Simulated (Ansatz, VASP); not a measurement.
One calculation of H, two programs

File INCAR:

```
SYSTEM = H
  ALGO = Normal
  EDIFF = 1E-6
  ENCUT = 520
  GGA = CA
  ISIF = 2
  ISMEAR = 0
  LASPH = .True.
  LCHARG = .True.
  LELF = .True.
  LREAL = .False.
  LVHAR = .True.
  LWAVE = .False.
  NBANDS = 8
  NELM = 80
  PREC = Accurate
  SIGMA = 0.01
```

Contents of KPOINTS:

```
k-points
0
Gamma
  10 10 10
  0 0 0
```

Contents of POSCAR:

```
H
1.0
   -1.4131301310      1.4131301310      1.9315494513
    1.4131301310     -1.4131301310      1.9315494513
    1.4131301310      1.4131301310     -1.9315494513
H
2
Direct
    0.9002049842      0.9002049842      0.0000000000
    0.0997950158      0.0997950158      0.0000000000
```

Input for Ansatz:

```yaml
crystal:
  lattice:
    - [-1.41313013102, 1.41313013102, 1.93154945129]
    - [1.41313013102, -1.41313013102, 1.93154945129]
    - [1.41313013102, 1.41313013102, -1.93154945129]
  atoms:
    - { symbol: H, position: [0.900204984193, 0.900204984193, 0.0] }
    - { symbol: H, position: [0.099795015807, 0.099795015807, 0.0] }
kpoints:
  mp_grid: { grid: [10, 10, 10] }
scf:
  occupations: { method: fixed }
hamiltonian:
  xc: lda
  pseudopotentials: { kind: all_electron, lapw: { basis_error: 0.001 } }
output:
  forces: true
  stress: true
  eigenvalues: true
  eigenstates:
    nscf_kmesh: { grid: [16, 16, 16] }
    de_dk: true
    e_range: [-9, 17.18577513272]
  optics:
    e_range: [0, 20]
    de: 0.2
    sigma: 0.25
    bands: { spectra_wanted_up_to: 20 }
    nscf_kmesh: { grid: [16, 16, 16] }
checkpoint:
  write: ck
  write_wavefunctions: false
```

Alike in both runs: task single point; functional LDA; k mesh 10 × 10 × 10; no spin polarisation.

|  | VASP | Ansatz |
| --- | --- | --- |
| version | VASP 6.6.1 | Ansatz 0.2.0 |
| potentials or method | VASP PAW LDA potentials, release 64 (H), cutoff 520 eV | all-electron LAPW, scalar-relativistic |
| occupations | gaussian, width 0.01 eV | fixed |

Ansatz gave:

```
gap on the k mesh at the Fermi level (eV)                     : 7.18
pressure (GPa)                                                : 0.0
traceless stress, the component that is largest in VASP (GPa) : 0.03
rms of the force components (eV/Å)                            : 0.001
```

Question: What did VASP give for the same quantities?

Answer: gap on the k mesh at the Fermi level (eV): 7.18; pressure (GPa): -0.3; traceless stress, the component that is largest in VASP (GPa): 0.07; rms of the force components (eV/Å): 0.010.

LDA's correlation is that of Perdew and Zunger in VASP and of Perdew and Wang (1992) in Ansatz. Atom by atom the forces differ by 0.009 eV/Å (rms over components). Ansatz ran all-electron here, and VASP with PAW potentials.
